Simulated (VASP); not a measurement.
Write the native input for VASP 6.6.1 that does the following.

```yaml
Task: single point
Functional: PBE
Potentials_or_basis: VASP PAW PBE potentials, release 64 (Si)
Cutoff: 500 eV
k_mesh: 1 × 1 × 1
Occupations: gaussian, width 0.01 eV
Spin: no spin polarisation
Dipole_correction: no
Further_INCAR_settings: ALGO = Normal; EDIFF = 1e-06; NBANDS = 26
```

The structure of Si lies in POSCAR:

```
Si
1.0
    5.4310000000      0.0000000000      0.0000000000
    0.0000000000      5.4310000000      0.0000000000
    0.0000000000      0.0000000000      5.4310000000
Si
8
Direct
    0.0099120000     -0.0000160000      0.0000190000
   -0.0001590000      0.4900010000      0.5001830000
    0.5000250000      0.0000080000      0.5151160000
    0.4999800000      0.4999100000      0.0001360000
    0.2498670000      0.2601560000      0.2501530000
    0.2500190000      0.7500070000      0.7398260000
    0.7598690000      0.2501090000      0.7500910000
    0.7500490000      0.7498550000      0.2500900000
```

The input as run:

INCAR

```
SYSTEM = Si
  PREC = Accurate
  ENCUT = 500
  EDIFF = 1E-6
  ISMEAR = 0
  SIGMA = 0.01
  LREAL = .False.
  LASPH = .True.
  NELM = 120
  ALGO = Normal
  ISIF = 2
  LWAVE = .False.
  LCHARG = .False.
  GGA = PE
  NBANDS = 26
  GGA_COMPAT = .False.
```

KPOINTS

```
Automatic mesh
0
Gamma
  1 1 1
  0 0 0
```

Potentials or basis: VASP PAW PBE potentials, release 64 (Si).

The run is started by

```bash
$ cat potpaw_PBE.64/Si/POTCAR > POTCAR
$ mpirun -np 1 vasp_gam > vasp.out
```

It gave:

```json
{
  "Pressure": "10.8 GPa",
  "Largest force": "1.210 eV/Å",
  "Band gap on the k mesh": "0.26 eV"
}
```

Caveat: the k points lie up to 1.16 Å⁻¹ apart; forces of over 1 eV/Å act on the atoms, so gaps and moduli don't describe the material at rest.

Wall time 12 s on 1 thread of Intel(R) Xeon(R) Platinum 8375C CPU @ 2.90GHz (Ice Lake) (shared host), peak memory 0.21 GiB.
